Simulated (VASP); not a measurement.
**Na3CuBi: single point with PBE**

Na3CuBi:

```
Na Cu Bi
1.0
     5.92502    0.00000    0.00000
     0.00000    5.92502    0.00000
     0.00000    0.00000    5.92502
Na Cu Bi
3 1 1
Direct
  0.00000 0.50000 0.50000
  0.50000 0.00000 0.50000
  0.50000 0.50000 0.00000
  0.00000 0.00000 0.00000
  0.50000 0.50000 0.50000
```

| Property | Result |
| --- | --- |
| Program | VASP 6.6.1 |
| Task | single point |
| Functional | PBE |
| Potentials or basis | VASP PAW PBE potentials, release 64 (Na_pv, Cu, Bi_d) |
| Cutoff | 520 eV |
| k mesh | 4 × 4 × 4 |
| Occupations | gaussian, width 0.1 eV |
| Spin | no spin polarisation |
| Dipole correction | no |
| Further INCAR settings | ALGO = Normal; EDIFF = 1e-06; NBANDS = 32 |

```
Pressure               : 0.2 GPa
Band gap on the k mesh : zero (an odd number of electrons rules out a gap without spin polarisation)
```

Levels at points of the mesh, in eV from the Fermi level:
```
           k point  band 21  band 22  band 23  band 24  band 25  band 26  band 27  band 28
(0.00, 0.00, 0.00)    -0.62    -0.30    -0.30    -0.30     3.34     3.34     3.61     4.01
(0.50, 0.00, 0.00)    -0.61    -0.11    -0.11     0.39     1.11     3.30     3.30     4.19
(0.50, 0.50, 0.00)    -0.63    -0.61    -0.54    -0.07     2.98     2.98     3.13     4.08
(0.50, 0.50, 0.50)    -0.49    -0.49    -0.49    -0.25     1.74     1.74     1.74     5.92
```

It took 2.4 min on 1 thread of Oxide Virtual Turin-like Processor (shared host), peak memory 0.31 GiB.

Caveat: spin-orbit coupling is left out, which moves the levels of the heavy elements.
